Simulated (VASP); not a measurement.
A run of VASP 6.6.1 is set up as follows.

The input INCAR:

```
PREC = Accurate
ENCUT = 520
EDIFF = 1E-6
ISMEAR = -1
SIGMA = 0.05
LREAL = False
LASPH = True
NELM = 100
ALGO = Normal
ISIF = 2
LWAVE = False
LCHARG = False
GGA = PE
NBANDS = 21
```

The input KPOINTS:

```
regular mesh
0
Gamma
  20 20 11
```

POSCAR

```
Ru
1.0
    2.7058000000      0.0000000000      0.0000000000
   -1.3529000000      2.3432915376      0.0000000000
    0.0000000000      0.0000000000      4.4103570000
Ru
2
Direct
    0.3333333333      0.6666666667      0.2500000000
    0.6666666667      0.3333333333      0.7500000000
```

Potentials or basis: VASP PAW PBE potentials, release 64 (Ru_pv).

The run is started by

```sh
$ cat potpaw_PBE.64/Ru_pv/POTCAR > POTCAR
$ mpirun -np 1 vasp_std > vasp.out
```

Task: Estimate the pressure.

Result: -4.8 GPa.

Task: Predict the band gap on the k mesh.

Result: Zero (bands 14 and 15 overlap by 3.04 eV).

Stress tensor (GPa, compression positive):
```
  0.05   0.00   0.00
  0.00   0.05   0.00
  0.00   0.00 -14.45
```

Caveat: the cell differs from its parent crystal (z stretched by +3 %, then relaxed in part); the cell stands under tension.
